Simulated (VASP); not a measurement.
Wanted: the native input for a VASP 6.6.1 run.

| Property | Result |
| --- | --- |
| Task | single point |
| Functional | LDA |
| Potentials or basis | VASP PAW LDA potentials, release 64 (Sn_d) |
| Cutoff | 520 eV |
| k mesh | 7 × 7 × 5 |
| Occupations | methfessel-paxton, width 0.05 eV |
| Spin | no spin polarisation |
| Dipole correction | no |
| Further INCAR settings | ALGO = Fast; EDIFF = 1e-06; NBANDS = 21 |

The structure of Sn lies in POSCAR:

```
Sn
1.0
   -2.9401404553      2.9401404553      1.5993019889
    2.9401404553     -2.9401404553      1.5993019889
    2.9401404553      2.9401404553     -1.5993019889
Sn
2
Direct
    0.0070650000     -0.0047300000     -0.0123030000
    0.7491880000      0.2445090000      0.4991050000
```

These files were run (other wordings do the same):

INCAR

```
PREC     = Accurate       # precision mode
ENCUT    = 520            # plane-wave cutoff, eV
EDIFF    = 1E-6           # SCF threshold, eV
ISMEAR   = 1              # smearing method
SIGMA    = 0.05           # smearing width, eV
LREAL    = F              # projectors in reciprocal space
LASPH    = T              # aspherical terms in the spheres
NELM     = 60             # most SCF steps
ALGO     = Fast           # electronic algorithm
ISIF     = 2              # what is computed and relaxed
LWAVE    = F              # write WAVECAR
LCHARG   = F              # write CHGCAR
GGA      = CA             # functional
NBANDS   = 21             # bands
```

KPOINTS

```
regular mesh
0
Gamma
  7 7 5
```

Potentials or basis: VASP PAW LDA potentials, release 64 (Sn_d).

Command:

```bash
$ cat potpaw_LDA.64/Sn_d/POTCAR > POTCAR
$ mpirun -np 1 vasp_std > vasp.out
```

It gave:

```
Pressure               : -2.9 GPa
Largest force          : 0.163 eV/Å
Band gap on the k mesh : zero (band 14 reaches 8.81 eV, above the bottom of band 15 at 5.66 eV)
```

Caveat: spin-orbit coupling is left out, which moves the levels of the heavy elements.

Wall time 2.7 min on 1 thread of Intel(R) Xeon(R) Platinum 8488C (Sapphire Rapids), with other jobs on the host, peak memory 0.25 GiB.
